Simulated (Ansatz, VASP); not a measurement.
**Two plane-wave programs on Ge2Sb3**

```
Ge Sb
1.0
     4.73095    0.00000    0.00000
    -2.36548    4.09712    0.00000
     0.00000    0.00000    6.95619
Ge Sb
2 3
Direct
  0.33333 0.66667 0.19485
  0.66667 0.33333 0.80515
  0.00000 0.00000 0.00000
  0.33333 0.66667 0.62465
  0.66667 0.33333 0.37535
```

Alike in both runs: functional PBE; k mesh 12 × 12 × 6; occupations gaussian, width 0.1 eV; no spin polarisation.

Ansatz relaxed the structure, and its values are those at the end. VASP's run is a single point on that final structure, the one shown.

|  | VASP | Ansatz |
| --- | --- | --- |
| version | VASP 6.6.1 | Ansatz 0.2.0 |
| potentials or method | VASP PAW PBE potentials, release 64 (Ge_d, Sb), cutoff 520 eV | scalar-relativistic, plane waves, PAW |
| valence electrons in the cell | 43 | 73 |

|  | VASP | Ansatz | Ansatz less VASP |
| --- | --- | --- | --- |
| gap on the k mesh at the Fermi level (eV) | none | none | - |
| pressure (GPa) | 0.0 | 0.0 | +0.05 |

A gap of «none» marks a metal or a gap that the smearing closes. With one functional, cell and mesh, what is left measures potentials, basis and numerics. VASP's potentials hold 43 valence electrons a cell and Ansatz's 73, so a difference there can come from the potentials and not from the codes.

Neither program's run includes spin-orbit coupling.
